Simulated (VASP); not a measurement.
# Cu16O (a cell with a defect) in VASP: single point with PBE

Aim: the single point of Cu16O (a cell with a defect) with PBE.

Program: VASP 6.6.1. These are calculated values, not measurements. Logs are shortened: lines on timing, memory, paths and dates and some standing lists are left out, and cuts for length are marked.

### 1 The cell of the first run

The cell holds a defect, 17 atoms: a = 6.288 Å, b = 6.288 Å, c = 6.288 Å, α = 109.47°, β = 109.47°, γ = 109.47°.

### 2 Single point, PBE

INCAR

```
SYSTEM = Cu16O
PREC = Accurate ; ENCUT = 520
EDIFF = 1E-7 ; ISMEAR = 1
SIGMA = 0.1 ; LREAL = Auto
LASPH = .True. ; NELM = 60
ALGO = Normal ; ISIF = 2
LWAVE = .False. ; LCHARG = .True.
GGA = PE ; LELF = .True.
LVHAR = .True. ; NBANDS = 105
```

KPOINTS

```
Automatic mesh
0
Gamma
  4 4 4
  0 0 0
```

POSCAR

```
Cu16O
1.0
   -3.6303500600      3.6303500600      3.6303500600
    3.6303500600     -3.6303500600      3.6303500600
    3.6303500600      3.6303500600     -3.6303500600
Cu O
16 1
Direct
    0.0410149152      0.0344696787      0.0355675067
    0.0059645763      0.2409954923      0.7435152135
   -0.0114006912      0.4853366675      0.4863419425
    0.0061567066      0.7424804648      0.2418835609
    0.2457083987     -0.0002286281      0.7433190892
    0.2510351578      0.2440253654      0.4998517967
    0.2511107703      0.4988443181      0.2450900010
    0.2456411876      0.7422981133      0.0007744432
    0.4940104867     -0.0159820676      0.4881596735
    0.5054217829      0.2425427260      0.2435588815
    0.4938135360      0.4869942212     -0.0151477128
    0.4481401168      0.7429399246      0.7441234193
    0.7493923327     -0.0014242428      0.2413745191
    0.7494127164      0.2404258503     -0.0005722589
    0.7491962084      0.4466175364      0.7427571599
    0.7493567989      0.7417050575      0.4472214726
    0.7407008844      0.7391842262      0.7398520682
```

Potentials or basis: VASP PAW PBE potentials, release 64 (Cu, O).

Started as:

```bash
> cat potpaw_PBE.64/Cu/POTCAR potpaw_PBE.64/O/POTCAR > POTCAR
> mpirun -np 1 vasp_std > vasp.out
```

OUTCAR:

```text
SYSTEM = Cu16O
   PREC = Accurate
   ENCUT = 520
   EDIFF = 1E-7
   ISMEAR = 1
   LREAL = Auto
   LASPH = .True.
   NELM = 60
   ISIF = 2
   GGA = PE

 ion  position               nearest neighbor table
   1  0.041  0.034  0.036-  17 1.87   6 2.39   7 2.39  10 2.39   8 2.56   5 2.56  13 2.57  14 2.57
                             4 2.57   2 2.57
   2  0.006  0.241  0.744-  15 2.38   5 2.47  11 2.50   6 2.51   1 2.57   8 2.58   7 2.58   3 2.58
                            16 2.58  13 2.58   9 2.63  14 2.63
   3  0.989  0.485  0.486-  12 2.37  10 2.48  13 2.50  14 2.50  16 2.56  15 2.56   2 2.58   4 2.58
                             6 2.59   7 2.59   8 2.64   5 2.64
   4  0.006  0.742  0.242-  16 2.38   8 2.47   9 2.50   7 2.51   1 2.57   6 2.58   5 2.58   3 2.58
                            15 2.58  14 2.58  11 2.63  13 2.63
   5  0.246  1.000  0.743-  12 2.37   2 2.47  11 2.50   6 2.50  16 2.56   1 2.56  10 2.57   4 2.58
                             9 2.59  14 2.59   3 2.64   8 2.64
   6  0.251  0.244  0.500-   1 2.39  11 2.49   5 2.50   2 2.51  15 2.57   4 2.58  13 2.58  12 2.58
                             9 2.58   3 2.59   7 2.62  10 2.62
   7  0.251  0.499  0.245-   1 2.39   9 2.49   8 2.50   4 2.51  16 2.57   2 2.58  14 2.58  12 2.58
                            11 2.58   3 2.59   6 2.62  10 2.62
   8  0.246  0.742  0.001-  12 2.37   4 2.47   9 2.50   7 2.50   1 2.56  15 2.56  10 2.57   2 2.58
                            11 2.59  13 2.59   3 2.64   5 2.64
   9  0.494  0.984  0.488-  15 2.38   7 2.49   8 2.50   4 2.50  16 2.57  12 2.57  13 2.58   6 2.58
                            10 2.58   5 2.59  14 2.62   2 2.63
  10  0.505  0.243  0.244-   1 2.39   3 2.48  13 2.51  14 2.51   5 2.57   8 2.57  15 2.58  16 2.58
                             9 2.58  11 2.58   7 2.62   6 2.62
  11  0.494  0.487  0.985-  16 2.38   6 2.49   5 2.50   2 2.50  15 2.57  12 2.57  14 2.58   7 2.58
                            10 2.58   8 2.59  13 2.63   4 2.63
  12  0.448  0.743  0.744-  17 1.86   8 2.37   5 2.37   3 2.37  11 2.57   9 2.57  13 2.57  14 2.57
                             6 2.58   7 2.58
  13  0.749  0.999  0.241-  16 2.38  14 2.48   3 2.50  10 2.51   1 2.57  12 2.57   6 2.58   2 2.58
                             9 2.58   8 2.59  11 2.63   4 2.63
  14  0.749  0.240  0.999-  15 2.38  13 2.48   3 2.50  10 2.51   1 2.57  12 2.57   7 2.58   4 2.58
                            11 2.58   5 2.59   9 2.62   2 2.63
  15  0.749  0.447  0.743-  17 1.86   2 2.38   9 2.38  14 2.38   3 2.56   8 2.56  11 2.57   6 2.57
                             4 2.58  10 2.58
  16  0.749  0.742  0.447-  17 1.86   4 2.38  11 2.38  13 2.38   3 2.56   5 2.56   9 2.57   7 2.57
                            10 2.58   2 2.58
  17  0.741  0.739  0.740-  12 1.86  16 1.86  15 1.86   1 1.87

  LATTYP: Found a body centered cubic cell.
 ALAT       =     7.2607001200

  Lattice vectors:

 A1 = (  -3.6303500600,   3.6303500600,   3.6303500600)
 A2 = (   3.6303500600,  -3.6303500600,   3.6303500600)
 A3 = (   3.6303500600,   3.6303500600,  -3.6303500600)

Analysis of symmetry for initial positions (statically):
=====================================================================
 Subroutine PRICEL returns:
 Original cell was already a primitive cell.

 Routine SETGRP: Setting up the symmetry group for a
 body centered cubic supercell.

 Subroutine GETGRP returns: Found  1 space group operations
 (whereof  1 operations were pure point group operations)
 out of a pool of 48 trial point group operations.

The static configuration has the point symmetry C_1 .

Analysis of symmetry for dynamics (positions and initial velocities):
=====================================================================
 Subroutine PRICEL returns:
 Original cell was already a primitive cell.

 Routine SETGRP: Setting up the symmetry group for a
 body centered cubic supercell.

 Subroutine GETGRP returns: Found  1 space group operations
 (whereof  1 operations were pure point group operations)
 out of a pool of 48 trial point group operations.

The dynamic configuration has the point symmetry C_1 .

 Subroutine INISYM returns: Found  1 space group operations
 (whereof  1 operations are pure point group operations),
 and found     1 'primitive' translations

----------------------------------------------------------------------------------------

                                     Primitive cell

  volume of cell :     191.3839

  direct lattice vectors                    reciprocal lattice vectors
    -3.630350060  3.630350060  3.630350060     0.000000000  0.137727765  0.137727765
     3.630350060 -3.630350060  3.630350060     0.137727765  0.000000000  0.137727765
     3.630350060  3.630350060 -3.630350060     0.137727765  0.137727765  0.000000000

[... 55 lines left out ...]
     0.034431941  0.034431941  0.000000000     0.000000000  0.000000000  0.250000000

  Length of vectors
     0.048694118  0.048694118  0.048694118

  Shift w.r.t. Gamma in fractional coordinates (k-lattice)
     0.000000000  0.000000000  0.000000000

 Subroutine IBZKPT returns following result:
 ===========================================

 Found     36 irreducible k-points:

 Following reciprocal coordinates:
            Coordinates               Weight
  0.000000  0.000000  0.000000      1.000000
  0.250000  0.000000  0.000000      2.000000
  0.000000  0.250000  0.000000      2.000000
  0.000000  0.000000  0.250000      2.000000
  0.250000  0.000000 -0.250000      2.000000
  0.250000 -0.250000  0.000000      2.000000
[... 16 lines left out ...]
  0.000000  0.500000 -0.250000      2.000000
 -0.250000  0.500000 -0.250000      2.000000
 [... further k-points ...]
   k-points           NKPTS =     36   k-points in BZ     NKDIM =     36   number of bands    NBANDS=    105
   number of dos      NEDOS =    301   number of ions     NIONS =     17
   total plane-waves  NPLWV = 110592
   dimension x,y,z NGX =    48 NGY =   48 NGZ =   48
   dimension x,y,z NGXF=    96 NGYF=   96 NGZF=   96
   ions per type =              16   1
   NGX,Y,Z   is equivalent  to a cutoff of  12.69, 12.69, 12.69 a.u.
   NGXF,Y,Z  is equivalent  to a cutoff of  25.38, 25.38, 25.38 a.u.
 SYSTEM =  Cu16O
   PREC   = accura    normal or accurate (medium, high low for compatibility)
   ISTART =      0    job   : 0-new  1-cont  2-samecut
   ICHARG =      2    charge: 1-file 2-atom 10-const
   ISPIN  =      1    spin polarized calculation?
   LNONCOLLINEAR =      F non collinear calculations
   LSORBIT =      F    spin-orbit coupling
   LASPH  =      T    aspherical Exc in radial PAW
   ENCUT  =  520.0 eV  38.22 Ry    6.18 a.u.  11.69 11.69 11.69*2*pi/ulx,y,z
   NELM   =     60;   NELMIN=  2; NELMDL= -5     # of ELM steps
   EDIFF  = 0.1E-06   stopping-criterion for ELM
   LREAL  =      T    real-space projection
   EDIFFG = 0.1E-05   stopping-criterion for IOM
   NSW    =      0    number of steps for IOM
   IBRION =     -1    ionic relax: 0-MD 1-quasi-New 2-CG
   NFREE  =      0    steps in history (QN), initial steepest desc. (CG)
   ISIF   =      2    stress and relaxation
   ISYM   =      2    0-nonsym 1-usesym 2-fastsym
   POTIM  = 0.5000    time-step for ionic-motion
   TEBEG  =    0.0;   TEEND  =   0.0 temperature during run
   PSTRESS=    0.0 pullay stress
   NELECT =     182.0000    total number of electrons
   NUPDOWN=      -1.0000    fix difference up-down
   EMIN   =  10.00;   EMAX   =-10.00  energy-range for DOS
   EFERMI =   0.00;   METHOD = LEGACY
   ISMEAR =     1;   SIGMA  =   0.10  broadening in eV -4-tet -1-fermi 0-gaus
   EFERMI_NEDOS =   21; number of points for ismear=-14 and -15
   IALGO  =     38    algorithm
   IMIX   =      4    mixing-type and parameters
     AMIX     =   0.40;   BMIX     =  1.00
     AMIX_MAG =   1.60;   BMIX_MAG =  1.00
  volume/ion in A,a.u.               =      11.26        75.97
  Fermi-wavevector in a.u.,A,eV,Ry     =   1.609892  3.042255 35.262938  2.591753
  Thomas-Fermi vector in A             =   2.705530
   LORBIT       =      0    0 simple, 1 ext, 2 COOP (PROOUT), +10 PAW based schemes
   GGA     = PE    functional components
   LHFCALC =     F    Hartree Fock is set to
   AEXX    =    0.0000 exact exchange contribution
   IVDW    =     0    specifies the selected vdW correction
   LEPSILON=     F    determine dielectric tensor
   LRPA    =     F    only Hartree local field effects (RPA)
 non-spin polarized calculation
 Methfessel and Paxton  Order N= 1 SIGMA  =   0.10
  energy-cutoff  :      520.00
  volume of cell :      191.38
 maximum number of plane-waves:      5233
 NGX is ok and might be reduce to    48
   NGX = 23   NGY = 23   NGZ = 23

 number of electron     182.0000007 magnetization

 Free energy of the ion-electron system (eV)
  ---------------------------------------------------
  ext. energy  EPLUGINS =         0.00000000
  ---------------------------------------------------
  free energy    TOTEN  =       -63.90890808 eV

  energy without entropy =      -63.90817386  energy(sigma->0) =      -63.90866334

 E-fermi :   7.8587     XC(G=0): -12.8224

 val. band max:        7.7284170482   @ k =   0.2500   0.5000  -0.2500
 cond. band min:       7.8597792023   @ k =   0.0000   0.2500   0.0000
 fundamental gap:      0.1313621541
 Fermi energy:         7.8587463992

 k-point     1 :       0.0000    0.0000    0.0000
  band No.  band energies     occupation
      1     -11.8202      2.00000
      2      -1.2867      2.00000
      3       0.9319      2.00000
      4       0.9628      2.00000
      5       0.9746      2.00000
      6       2.8392      2.00000
[... 2533 lines left out ...]
    102      12.5764      0.00000
    103      13.7633      0.00000

 [... further k-points ...]

 [bands above 103 left out]

------------------------ aborting loop because EDIFF is reached ----------------------------------------

  FORCE on cell =-STRESS in cart. coord.  units (eV):
  Direction    XX          YY          ZZ          XY          YZ          ZX
  --------------------------------------------------------------------------------------
  -------------------------------------------------------------------------------------
  Total       13.5297208     13.4952474     13.5000509     -0.3056147      0.0848648     -0.3323168
  in kB      113.2645266    112.9759306    113.0161437     -2.5584640      0.7104487     -2.7820015
  external PRESSURE =     113.0855336 kB  Pullay stress =       0.0000000 kB

 VOLUME and BASIS-vectors are now :
 -----------------------------------------------------------------------------
  energy-cutoff  :      520.00
  volume of cell :      191.38
      direct lattice vectors                 reciprocal lattice vectors
    -3.630350060  3.630350060  3.630350060     0.000000000  0.137727765  0.137727765
     3.630350060 -3.630350060  3.630350060     0.137727765  0.000000000  0.137727765
     3.630350060  3.630350060 -3.630350060     0.137727765  0.137727765  0.000000000

 POSITION                                       TOTAL-FORCE (eV/Angst)
 -----------------------------------------------------------------------------------
      0.10536      0.15288      0.14491         0.040755      0.047390      0.051846
      3.55246      1.84598     -1.80267        -0.002488     -0.010927     -0.016531
     -0.06143      3.59261      3.58531         0.002082     -0.013014     -0.011693
      3.55123     -1.79499      1.83969         0.001918     -0.017025     -0.013984
      5.43602     -0.03900      1.82302         0.002689     -0.012464     -0.005822
      1.78919      1.84009     -0.01739         0.015172      0.002620     -0.008635
[... 9 lines left out ...]
      1.59579      1.65135      3.78951        -0.013900     -0.031895      0.032128
      2.68042      2.69143      2.68658        -0.020150      0.057110      0.057882
 -----------------------------------------------------------------------------------
    total drift:                                0.000258      0.002140      0.000311

  FREE ENERGIE OF THE ION-ELECTRON SYSTEM (eV)
  ---------------------------------------------------
  free  energy   TOTEN  =       -63.9089080771 eV

  energy  without entropy=      -63.9081738594  energy(sigma->0) =      -63.90866334
```

It took 56 min on 1 thread of Oxide Virtual Turin-like, shared host; peak memory 0.58 GiB.

What came out:

- Free energy: -63.9089 eV
- Pressure: 11.3 GPa
- Largest force: 0.084 eV/Å
- Band gap on the k mesh: zero (bands 91 and 92 overlap by 1.14 eV)

Forces in eV/Å, atoms in the order of the input:
```
Cu   0.041  0.047  0.052
Cu  -0.002 -0.011 -0.017
Cu   0.002 -0.013 -0.012
Cu   0.002 -0.017 -0.014
Cu   0.003 -0.012 -0.006
Cu   0.015  0.003 -0.009
Cu   0.015 -0.008  0.004
Cu   0.002 -0.004 -0.010
Cu  -0.008 -0.010 -0.016
Cu   0.019 -0.005 -0.003
Cu  -0.006 -0.014 -0.008
Cu  -0.015  0.000  0.006
Cu  -0.007 -0.005 -0.015
Cu  -0.004 -0.013 -0.008
Cu  -0.022  0.037 -0.034
Cu  -0.014 -0.032  0.032
O   -0.020  0.057  0.058
```

The gap in the log of VASP goes by the Fermi energy; the results here count the filled bands.